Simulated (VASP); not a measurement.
# Sr (P6_3/mmc) in VASP: further runs, part 3 of 3

VASP 6.6.1.

## (5) Single point, r2SCAN (strain +0.040 along x and y, -0.080 along z)

POSCAR

```
Sr
1.0
    4.4824002295      0.0000000000      0.0000000000
   -2.2412001148      3.8818724687      0.0000000000
    0.0000000000      0.0000000000      6.4860000000
Sr
2
Direct
    0.3333333333      0.6666666667      0.2500000000
    0.6666666667      0.3333333333      0.7500000000
```

INCAR.step1

```
PREC     = Accurate       # precision mode
ENCUT    = 520            # plane-wave cutoff, eV
ISMEAR   = 0              # smearing method
SIGMA    = 0.15           # smearing width, eV
LREAL    = False          # projectors in reciprocal space
LASPH    = True           # aspherical terms in the spheres
NELM     = 80             # most SCF steps
NBANDS   = 17             # bands
GGA      = PE             # functional
ALGO     = Normal         # electronic algorithm
EDIFF    = 1E-4           # SCF threshold, eV
LWAVE    = True           # write WAVECAR
LCHARG   = False          # write CHGCAR
```

INCAR.step2

```
PREC     = Accurate       # precision mode
ENCUT    = 520            # plane-wave cutoff, eV
EDIFF    = 1E-7           # SCF threshold, eV
ISMEAR   = 0              # smearing method
SIGMA    = 0.15           # smearing width, eV
LREAL    = False          # projectors in reciprocal space
LASPH    = True           # aspherical terms in the spheres
NELM     = 80             # most SCF steps
ALGO     = Normal         # electronic algorithm
ISIF     = 2              # what is computed and relaxed
LWAVE    = False          # write WAVECAR
LCHARG   = True           # write CHGCAR
METAGGA  = R2SCAN         # meta-GGA
LMIXTAU  = True         
LELF     = True           # ELF
LVHAR    = True         
NBANDS   = 17             # bands
ISTART   = 1
```

KPOINTS

```
Automatic mesh
0
Gamma
  12 12 8
```

Run with:

```
> cat potpaw_PBE.64/Sr_sv/POTCAR > POTCAR
> cp INCAR.step1 INCAR
> mpirun -np 1 vasp_std > vasp.out
> cp INCAR.step2 INCAR
> mpirun -np 1 vasp_std > vasp.out
```

Wall time 13 min (1 thread of Intel Xeon 8259CL, shared host); peak memory 0.36 GiB.

Results (log left out):

```
Free energy            : -30.1264 eV
Pressure               : 0.3 GPa
Band gap on the k mesh : zero (bands 10 and 11 overlap by 0.47 eV)
```

Stress tensor (GPa, compression positive):
```
-0.50  0.00  0.00
 0.00 -0.50  0.00
 0.00  0.00  1.85
```

Levels at points of the mesh, in eV from the Fermi level:
```csv
k point,band 8,band 9,band 10,band 11,band 12,band 13
"(0.00, 0.00, 0.00)",-19.37,-3.83,-0.80,0.47,2.36,2.36
"(0.50, 0.00, 0.00)",-19.37,-1.31,-0.80,0.20,0.28,1.71
"(0.00, 0.00, 0.50)",-19.39,-2.67,-2.67,1.86,1.86,2.26
"(0.50, 0.00, 0.50)",-19.40,-0.79,-0.79,0.10,0.10,1.69
```

Caveat: the cell differs from its parent crystal (strain +0.040 along x and y, -0.080 along z); the PAW data sets were made with another functional, which shifts forces and pressure a little.

## (6) Single point, r2SCAN (strain +0.040 along x and y, -0.040 along z)

Edit POSCAR of step 5 so:

```diff
@@ -4,3 +4,3 @@
    -2.2412001148      3.8818724687      0.0000000000
-    0.0000000000      0.0000000000      6.4860000000
+    0.0000000000      0.0000000000      6.7680000000
 Sr
```

INCAR.step1

```
SYSTEM = Sr
  PREC = Accurate
  ENCUT = 520
  ISMEAR = 0
  SIGMA = 0.15
  LREAL = .False.
  LASPH = .True.
  NELM = 60
  NBANDS = 17
  GGA = PE
  ALGO = Normal
  EDIFF = 1E-4
  LWAVE = .True.
  LCHARG = .False.
```

INCAR.step2

```
SYSTEM = Sr
  PREC = Accurate
  ENCUT = 520
  EDIFF = 1E-7
  ISMEAR = 0
  SIGMA = 0.15
  LREAL = .False.
  LASPH = .True.
  NELM = 60
  ALGO = Normal
  ISIF = 2
  LWAVE = .False.
  LCHARG = .False.
  METAGGA = R2SCAN
  LMIXTAU = .True.
  NBANDS = 17
  ISTART = 1
```

KPOINTS

```
Automatic mesh
0
Gamma
  12 12 8
  0 0 0
```

Potentials or basis: VASP PAW PBE potentials, release 64 (Sr_sv).

Run with:

```
> cat potpaw_PBE.64/Sr_sv/POTCAR > POTCAR
> cp INCAR.step1 INCAR
> mpirun -np 1 vasp_std > vasp.out
> cp INCAR.step2 INCAR
> mpirun -np 1 vasp_std > vasp.out
```

OUTCAR:

```text
SYSTEM = Sr
   PREC = Accurate
   ENCUT = 520
   EDIFF = 1E-7
   ISMEAR = 0
   LREAL = .False.
   LASPH = .True.
   NELM = 60
   ISIF = 2
   METAGGA = R2SCAN
   ISTART = 1

 ion  position               nearest neighbor table
   1  0.333  0.667  0.250-   2 4.26   2 4.26   2 4.26   2 4.26   2 4.26   2 4.26
   2  0.667  0.333  0.750-   1 4.26   1 4.26   1 4.26   1 4.26   1 4.26   1 4.26

  LATTYP: Found a hexagonal cell.
 ALAT       =     4.4824002295
 C/A-ratio  =     1.5099053305

  Lattice vectors:

[... 670 lines left out ...]
------------------------ aborting loop because EDIFF is reached ----------------------------------------

  FORCE on cell =-STRESS in cart. coord.  units (eV):
  Direction    XX          YY          ZZ          XY          YZ          ZX
  --------------------------------------------------------------------------------------
  -------------------------------------------------------------------------------------
  Total       -0.5602408     -0.5602408      0.5495609      0.0000000      0.0000000      0.0000000
  in kB       -7.6220723     -7.6220723      7.4767728      0.0000000      0.0000000      0.0000000
  external PRESSURE =      -2.5891239 kB  Pullay stress =       0.0000000 kB

 VOLUME and BASIS-vectors are now :
 -----------------------------------------------------------------------------
  energy-cutoff  :      520.00
  volume of cell :      117.76
      direct lattice vectors                 reciprocal lattice vectors
     4.482400229  0.000000000  0.000000000     0.223094759  0.128803819  0.000000000
    -2.241200115  3.881872469  0.000000000     0.000000000  0.257607639  0.000000000
     0.000000000  0.000000000  6.768000000     0.000000000  0.000000000  0.147754137

 POSITION                                       TOTAL-FORCE (eV/Angst)
 -----------------------------------------------------------------------------------
     -0.00000      2.58791      1.69200         0.000000     -0.000000      0.000000
      2.24120      1.29396      5.07600        -0.000000      0.000000     -0.000000
 -----------------------------------------------------------------------------------
    total drift:                               -0.000000      0.000000     -0.000000

  FREE ENERGIE OF THE ION-ELECTRON SYSTEM (eV)
  ---------------------------------------------------
  free  energy   TOTEN  =       -30.1662328952 eV

  energy  without entropy=      -30.1377320235  energy(sigma->0) =      -30.15198246
```

OUTCAR.step1:

```text
SYSTEM = Sr
   PREC = Accurate
   ENCUT = 520
   ISMEAR = 0
   LREAL = .False.
   LASPH = .True.
[... 705 lines left out ...]
     -0.00000      2.58791      1.69200        -0.000000      0.000000      0.000000
      2.24120      1.29396      5.07600         0.000000     -0.000000     -0.000000
 -----------------------------------------------------------------------------------
    total drift:                               -0.000000      0.000000     -0.000000

  FREE ENERGIE OF THE ION-ELECTRON SYSTEM (eV)
  ---------------------------------------------------
  free  energy   TOTEN  =        -3.2392607663 eV

  energy  without entropy=       -3.2115894899  energy(sigma->0) =       -3.22542513
```

Wall time 19 min (1 thread of Intel Xeon 8259CL, shared host); peak memory 0.37 GiB.

What came out:

```yaml
Free_energy: -30.1662 eV
Pressure: -0.3 GPa
Band_gap_on_the_k_mesh: zero (bands 10 and 11 overlap by 0.48 eV)
```

Stress tensor (GPa, compression positive):
```
-0.76  0.00  0.00
 0.00 -0.76  0.00
 0.00  0.00  0.75
```

Caveat: the cell differs from its parent crystal (strain +0.040 along x and y, -0.040 along z); the PAW data sets were made with another functional, which shifts forces and pressure a little.

## (7) Overview

| cell | gap on the mesh (eV) | pressure (GPa) |
| --- | --- | --- |
| a = 4.138, b = 4.138, c = 7.332 Å, angles 90.0, 90.0, 120.0°, 2 atoms | none | 0.6 |
| a = 4.310, b = 4.310, c = 6.768 Å, angles 90.0, 90.0, 120.0°, 2 atoms | none | 0.7 |
| a = 4.138, b = 4.138, c = 7.614 Å, angles 90.0, 90.0, 120.0°, 2 atoms | none | 0.2 |
| a = 4.482, b = 4.482, c = 6.486 Å, angles 90.0, 90.0, 120.0°, 2 atoms | none | 0.3 |
| a = 4.482, b = 4.482, c = 6.768 Å, angles 90.0, 90.0, 120.0°, 2 atoms | none | -0.3 |

Alike in all rows: task single point; level r2SCAN; potentials or basis VASP PAW PBE potentials, release 64 (Sr_sv); no spin polarisation; k mesh 12 × 12 × 8; cutoff (eV) 520; smearing gaussian 0.15 eV.

Caveats: the PAW data sets were made with another functional, which shifts forces and pressure a little.

Absolute energies hang on the potentials; compare differences alone.
